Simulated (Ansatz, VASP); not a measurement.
Two plane-wave programs on Si7Ge

```
Si Ge
1.0
     5.45918    0.00000    0.00000
     0.00000    5.45918    0.00000
     0.10918    0.00000    5.45918
Si Ge
7 1
Direct
  0.25267 0.25125 0.25267
  0.00000 0.50133 0.50000
  0.50000 0.50133 0.00000
  0.50000 0.00107 0.50000
  0.74733 0.25125 0.74733
  0.74748 0.74605 0.25252
  0.25252 0.74605 0.74748
  0.00000 0.00169 0.00000
```

Change from the starting cell: shear of c along a, cell held, atoms relaxed: +2.0 %.

Alike in both runs: functional PBEsol; k mesh 8 × 8 × 8; occupations gaussian, width 0.01 eV; no spin polarisation.

Ansatz relaxed the structure, and its values are those at the end. VASP's run is a single point on that final structure, the one shown.

```csv
,VASP,Ansatz
version,VASP 6.6.1,Ansatz 0.2.0
potentials or method,"VASP PAW PBE potentials, release 64 (Si, Ge_d), cutoff 520 eV","scalar-relativistic, plane waves, PAW"
valence electrons in the cell,42,42
```

VASP gave:

| Quantity | Value |
| --- | --- |
| gap on the k mesh at the Fermi level (eV) | 0.16 |
| least direct gap on the mesh (eV) | 0.16 |
| pressure (GPa) | 0.1 |
| rms of the force components (eV/Å) | 0.004 |

Question: Which values does Ansatz return?

Answer: gap on the k mesh at the Fermi level (eV): 0.17; least direct gap on the mesh (eV): 0.17; pressure (GPa): 0.0; rms of the force components (eV/Å): 0.001.

VASP's potentials were made for PBE, not for PBEsol. Ansatz's warnings: stress scf threshold loose.
